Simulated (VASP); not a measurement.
# Sc2BP3 (P4/mmm) in VASP: single point with PBE

Aim: the single point of Sc2BP3 with PBE.

Program: VASP 6.6.1. These are calculated values, not measurements. Logs are shortened: lines on timing, memory, paths and dates and some standing lists are left out, and cuts for length are marked.

## (1) The cell of the first run

Symmetry: P4/mmm, No. 123, tetragonal system. Conventional cell: a = 3.333 Å, b = 3.333 Å, c = 8.210 Å, α = 90.00°, β = 90.00°, γ = 90.00°. Within 3.4 Å of Sc (site symmetry 4mm) lie 1 B at 2.49 Å and 8 P at 2.74 to 2.86 Å and 5 Sc at 3.24 to 3.33 Å. Within 3.4 Å of B (site symmetry 4/mmm) lie 2 Sc at 2.49 Å and 8 P at 2.60 Å and 4 B at 3.33 Å. P (site symmetry 4mm) has 1 P at 2.17 Å and 4 B at 2.60 Å and 4 Sc at 2.74 Å within 2.9 Å. Within 3.8 Å of P (site symmetry 4/mmm) lie 8 Sc at 2.86 Å and 6 P at 3.02 to 3.33 Å.

## (2) Single point, PBE

POSCAR

```
Sc2BP3
1.0
    3.3334828150      0.0000000000      0.0000000000
    0.0000000000      3.3334828150      0.0000000000
    0.0000000000      0.0000000000      8.2101067388
Sc B P
2 1 3
Direct
    0.5000000000      0.5000000000      0.3028191633
    0.5000000000      0.5000000000      0.6971808367
    0.5000000000      0.5000000000      0.0000000000
    0.0000000000      0.0000000000      0.8676801167
    0.0000000000      0.0000000000      0.1323198833
    0.0000000000      0.0000000000      0.5000000000
```

INCAR.step1

```
PREC = Accurate
ENCUT = 520
EDIFF = 1E-6
ISMEAR = 0
SIGMA = 0.1
LREAL = F
LASPH = T
NELM = 80
ALGO = Normal
ISIF = 2
LWAVE = F
LCHARG = T
LMAXMIX = 4
GGA = PE
NBANDS = 29
```

KPOINTS.step1

```
Automatic mesh
0
Gamma
  12 12 6
```

INCAR.step2

```
PREC = Accurate
ENCUT = 520
EDIFF = 1E-6
ISMEAR = -5
SIGMA = 0.1
LREAL = F
LASPH = T
NELM = 80
ALGO = Normal
ISIF = 2
LWAVE = F
LCHARG = F
LMAXMIX = 4
GGA = PE
LORBIT = 11
NBANDS = 29
NEDOS = 1001
ICHARG = 11
```

KPOINTS.step2

```
Automatic mesh
0
Gamma
  18 18 9
```

Potentials or basis: VASP PAW PBE potentials, release 64 (Sc_sv, B, P).

Run with:

```console
$ cat potpaw_PBE.64/Sc_sv/POTCAR potpaw_PBE.64/B/POTCAR potpaw_PBE.64/P/POTCAR > POTCAR
$ cp INCAR.step1 INCAR
$ cp KPOINTS.step1 KPOINTS
$ mpirun -np 1 vasp_std > vasp.out
$ cp INCAR.step2 INCAR
$ cp KPOINTS.step2 KPOINTS
$ mpirun -np 1 vasp_std > vasp.out
```

OUTCAR:

```text
PREC = Accurate
   ENCUT = 520
   EDIFF = 1E-6
   ISMEAR = -5
   LREAL = F
   LASPH = T
   NELM = 80
   ISIF = 2
   GGA = PE
   LORBIT = 11
   ICHARG = 11

 ion  position               nearest neighbor table
   1  0.500  0.500  0.303-   3 2.49   5 2.74   5 2.74   5 2.74   5 2.74   6 2.86   6 2.86   6 2.86
                             6 2.86   2 3.24
   2  0.500  0.500  0.697-   3 2.49   4 2.74   4 2.74   4 2.74   4 2.74   6 2.86   6 2.86   6 2.86
                             6 2.86   1 3.24
   3  0.500  0.500  0.000-   1 2.49   2 2.49
   4  0.000  0.000  0.868-   5 2.17   2 2.74   2 2.74   2 2.74   2 2.74
   5  0.000  0.000  0.132-   4 2.17   1 2.74   1 2.74   1 2.74   1 2.74
   6  0.000  0.000  0.500-   1 2.86   2 2.86   1 2.86   2 2.86   1 2.86   2 2.86   1 2.86   2 2.86

  LATTYP: Found a simple tetragonal cell.
 ALAT       =     3.3334828150
 C/A-ratio  =     2.4629215732

  Lattice vectors:

 A1 = (   3.3334828150,   0.0000000000,   0.0000000000)
 A2 = (   0.0000000000,   3.3334828150,   0.0000000000)
 A3 = (   0.0000000000,   0.0000000000,   8.2101067388)

Analysis of symmetry for initial positions (statically):
=====================================================================
 Subroutine PRICEL returns:
 Original cell was already a primitive cell.

 Routine SETGRP: Setting up the symmetry group for a
 simple tetragonal supercell.

 Subroutine GETGRP returns: Found 16 space group operations
 (whereof 16 operations were pure point group operations)
 out of a pool of 16 trial point group operations.

The static configuration has the point symmetry D_4h.

Analysis of symmetry for dynamics (positions and initial velocities):
=====================================================================
 Subroutine PRICEL returns:
 Original cell was already a primitive cell.

 Routine SETGRP: Setting up the symmetry group for a
 simple tetragonal supercell.

 Subroutine GETGRP returns: Found 16 space group operations
 (whereof 16 operations were pure point group operations)
 out of a pool of 16 trial point group operations.

The dynamic configuration has the point symmetry D_4h.

 Subroutine INISYM returns: Found 16 space group operations
 (whereof 16 operations are pure point group operations),
 and found     1 'primitive' translations

----------------------------------------------------------------------------------------

                                     Primitive cell

  volume of cell :      91.2316

[... 112 lines left out ...]
   EFERMI =   0.00;   METHOD = LEGACY
   ISMEAR =    -5;   SIGMA  =   0.10  broadening in eV -4-tet -1-fermi 0-gaus
   EFERMI_NEDOS =   21; number of points for ismear=-14 and -15
   IALGO  =     38    algorithm
   IMIX   =      4    mixing-type and parameters
     AMIX     =   0.40;   BMIX     =  1.00
     AMIX_MAG =   1.60;   BMIX_MAG =  1.00
  volume/ion in A,a.u.               =      15.21       102.61
  Fermi-wavevector in a.u.,A,eV,Ry     =   1.243693  2.350238 21.045104  1.546771
  Thomas-Fermi vector in A             =   2.377992
   LORBIT       =     11    0 simple, 1 ext, 2 COOP (PROOUT), +10 PAW based schemes
   GGA     = PE    functional components
   LHFCALC =     F    Hartree Fock is set to
   AEXX    =    0.0000 exact exchange contribution
   IVDW    =     0    specifies the selected vdW correction
   LEPSILON=     F    determine dielectric tensor
   LRPA    =     F    only Hartree local field effects (RPA)
 non-spin polarized calculation
 Fermi weights with tetrahedron method with Bloechl corrections
  energy-cutoff  :      520.00
  volume of cell :       91.23
 maximum number of plane-waves:      2480
 NGX is ok and might be reduce to    28

 number of electron      40.0000003 magnetization

 Free energy of the ion-electron system (eV)
  ---------------------------------------------------
  ext. energy  EPLUGINS =         0.00000000
  ---------------------------------------------------
  free energy    TOTEN  =       -37.02301372 eV

  energy without entropy =      -37.02301372  energy(sigma->0) =      -37.02301372

 E-fermi :   7.0809     XC(G=0): -11.1474

 val. band max:        7.1119473301   @ k =   0.5000   0.3333   0.4444
 cond. band min:       7.0387430527   @ k =   0.5000   0.1111   0.0000
 fundamental gap:     -0.0732042774
 Fermi energy:         7.0808633348

 k-point     1 :       0.0000    0.0000    0.0000
  band No.  band energies     occupation
      1     -41.9879      2.00000
      2     -41.9761      2.00000
      3     -20.7074      2.00000
      4     -20.5883      2.00000
      5     -20.5883      2.00000
      6     -20.5755      2.00000
[... 757 lines left out ...]
     28      10.7460      0.00000
     29      10.7518      0.00000

 [... further k-points ...]

------------------------ aborting loop because EDIFF is reached ----------------------------------------

  FORCE on cell =-STRESS in cart. coord.  units (eV):
  Direction    XX          YY          ZZ          XY          YZ          ZX
  --------------------------------------------------------------------------------------
  -------------------------------------------------------------------------------------
  Total        0.1834067      0.1834067     -0.2317530      0.0000000      0.0000000      0.0000000
  in kB        3.2209245      3.2209245     -4.0699653      0.0000000      0.0000000      0.0000000
  external PRESSURE =       0.7906279 kB  Pullay stress =       0.0000000 kB

 VOLUME and BASIS-vectors are now :
 -----------------------------------------------------------------------------
  energy-cutoff  :      520.00
  volume of cell :       91.23
      direct lattice vectors                 reciprocal lattice vectors
     3.333482815  0.000000000  0.000000000     0.299986547  0.000000000  0.000000000
     0.000000000  3.333482815  0.000000000     0.000000000  0.299986547  0.000000000
     0.000000000  0.000000000  8.210106739     0.000000000  0.000000000  0.121801096

 POSITION                                       TOTAL-FORCE (eV/Angst)
 -----------------------------------------------------------------------------------
      1.66674      1.66674      2.48618         0.000000     -0.000000      0.009972
      1.66674      1.66674      5.72393         0.000000      0.000000     -0.009972
      1.66674      1.66674      0.00000         0.000000     -0.000000      0.000000
      0.00000      0.00000      7.12375         0.000000      0.000000      0.118853
      0.00000      0.00000      1.08636         0.000000      0.000000     -0.118853
      0.00000      0.00000      4.10505         0.000000     -0.000000      0.000000
 -----------------------------------------------------------------------------------
    total drift:                                0.000000      0.000000     -0.000000

  FREE ENERGIE OF THE ION-ELECTRON SYSTEM (eV)
  ---------------------------------------------------
  free  energy   TOTEN  =       -37.0230137202 eV

  energy  without entropy=      -37.0230137202  energy(sigma->0) =      -37.02301372

 total charge

# of ion       s       p       d       tot
------------------------------------------
    1        2.183   6.149   1.169   9.501
    2        2.183   6.149   1.169   9.501
    3        0.797   0.711   0.000   1.508
    4        1.073   1.380   0.000   2.453
    5        1.073   1.380   0.000   2.453
    6        1.053   1.460   0.000   2.514
--------------------------------------------------
tot          8.362  17.230   2.337  27.930
```

It took 15 min on 1 thread of AMD EPYC 9755, shared host; peak memory 0.64 GiB.

Results:

```
Valence electrons inside the program's atomic spheres : Sc 9.50; B 1.51; P 2.45, 2.51 (each value once)
```

Levels at points of the mesh, in eV from the Fermi level:
```csv
k point,band 18,band 19,band 20,band 21,band 22,band 23
"(0.00, 0.00, 0.00)",-0.12,-0.12,0.21,0.38,0.38,0.77
"(0.50, 0.00, 0.00)",-0.62,-0.17,0.05,0.59,0.77,1.41
"(0.50, 0.50, 0.00)",-2.99,-2.99,-1.68,-1.08,1.04,1.96
```
